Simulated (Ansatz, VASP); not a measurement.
# Two plane-wave programs on Mg3ZrN

The input INCAR:

```
SYSTEM = Mg3ZrN
PREC = Accurate
ENCUT = 600
EDIFF = 1E-6
ISMEAR = 0
SIGMA = 0.1
LREAL = .FALSE.
LASPH = .TRUE.
NELM = 60
ALGO = Normal
ISIF = 3
LWAVE = .FALSE.
LCHARG = .FALSE.
GGA = PE
IBRION = 2
NSW = 90
EDIFFG = -0.04
```

Contents of KPOINTS:

```
Automatic mesh
0
G
  6 6 4
  0 0 0
```

Contents of POSCAR:

```
Mg3ZrN
1.0
    3.3875744600      0.0000000000      0.0000000000
    0.0000000000      3.3875744600      0.0000000000
    0.0000000000      0.0000000000      6.7021282300
Mg Zr N
3 1 1
Direct
    0.0000000000      0.0000000000      0.0000000000
    0.5000000000      0.5000000000      0.2167410200
    0.5000000000      0.5000000000      0.7832589800
    0.5000000000      0.5000000000      0.5000000000
    0.0000000000      0.0000000000      0.5000000000
```

Input for Ansatz:

```yaml
crystal:
  lattice:
    - [3.38757446, 0.0, 0.0]
    - [0.0, 3.38757446, 0.0]
    - [0.0, 0.0, 6.70212823]
  atoms:
    - { symbol: Mg, position: [0.0, 0.0, 0.0] }
    - { symbol: Mg, position: [0.5, 0.5, 0.21674102] }
    - { symbol: Mg, position: [0.5, 0.5, 0.78325898] }
    - { symbol: Zr, position: [0.5, 0.5, 0.5] }
    - { symbol: "N", position: [0.0, 0.0, 0.5] }
basis:
  ecutwfc: 420
kpoints:
  mp_grid: { grid: [6, 6, 4] }
hamiltonian:
  xc: pbe
scf:
  occupations: { method: gaussian, width: 0.1 }
  lower_state_search: "off"
output:
  forces: true
  stress: true
  eigenvalues: true
relax:
  adjacent_minimum: "off"
  f_tol: 0.04
  max_steps: 70
  cell: { stress_tol: 0.4 }
```

Alike in both runs: task relaxation of cell and atoms; functional PBE; k mesh 6 × 6 × 4; occupations gaussian, width 0.1 eV; no spin polarisation.

```csv
,VASP,Ansatz
version,VASP 6.6.1,Ansatz 0.2.0
potentials or method,"VASP PAW PBE potentials, release 64 (Mg, Zr_sv, N), cutoff 600 eV","scalar-relativistic, plane waves, PAW"
valence electrons in the cell,23,47
```

|  | VASP | Ansatz | Ansatz less VASP |
| --- | --- | --- | --- |
| gap on the k mesh at the Fermi level, each at its own relaxed structure (eV) | none | none | - |
| relaxed volume (Å³/atom) | 20.55 | 21.79 | +1.240 |
| relaxed cell length with the largest relative difference (Å) | 10.617 | 11.414 | +0.7975 |

A gap of «none» marks a metal or a gap that the smearing closes. One of these differences is far larger than is usual between the two programs; its cause wasn't traced. VASP's potentials hold 23 valence electrons a cell and Ansatz's 47, so a difference there can come from the potentials and not from the codes.

Noted on VASP's run: the volume moved by over 15 % at a fixed basis, so the end points are rough.
